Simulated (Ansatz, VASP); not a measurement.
GaN in VASP and in Ansatz

File INCAR:

```
SYSTEM = GaN
  PREC = Accurate
  ENCUT = 520
  EDIFF = 1E-7
  ISMEAR = -1
  SIGMA = 0.1
  LREAL = .False.
  LASPH = .True.
  NELM = 100
  ALGO = Normal
  ISIF = 2
  LWAVE = .False.
  LCHARG = .True.
  GGA = PE
  LELF = .True.
  LVHAR = .True.
  NBANDS = 16
```

The input KPOINTS:

```
Automatic mesh
0
Gamma
  15 15 15
  0 0 0
```

The input POSCAR:

```
GaN
1.0
    0.0000000000      2.1343254600      2.1343254600
    2.1343254600      0.0000000000      2.1343254600
    2.1343254600      2.1343254600      0.0000000000
Ga N
1 1
Direct
    0.0000000000      0.0000000000      0.0000000000
    0.5000000000      0.5000000000      0.5000000000
```

Input for Ansatz:

```yaml
crystal:
  lattice:
    - [0.0, 2.13432546, 2.13432546]
    - [2.13432546, 0.0, 2.13432546]
    - [2.13432546, 2.13432546, 0.0]
  atoms:
    - { symbol: Ga, position: [0.0, 0.0, 0.0] }
    - { symbol: "N", position: [0.5, 0.5, 0.5] }
kpoints:
  mp_grid: { grid: [15, 15, 15] }
scf:
  occupations: { method: fermi_dirac, width: 0.1 }
hamiltonian:
  xc: pbe
  pseudopotentials: { kind: all_electron, datasets: crystal }
output:
  forces: true
  stress: true
  eigenvalues: true
```

Change from the starting cell: volume scaled by 1, crystal datasets.

Alike in both runs: task single point; functional PBE; k mesh 15 × 15 × 15; occupations fermi-dirac, width 0.1 eV; no spin polarisation.

|  | VASP | Ansatz |
| --- | --- | --- |
| version | VASP 6.6.1 | Ansatz 0.2.0 |
| potentials or method | VASP PAW PBE potentials, release 64 (Ga_d, N), cutoff 520 eV | all-electron PAW with datasets made for the crystal, scalar-relativistic |

|  | VASP | Ansatz | Ansatz less VASP |
| --- | --- | --- | --- |
| pressure (GPa) | 0.8 | 0.0 | -0.74 |

Ansatz ran all-electron here, and VASP with PAW potentials.
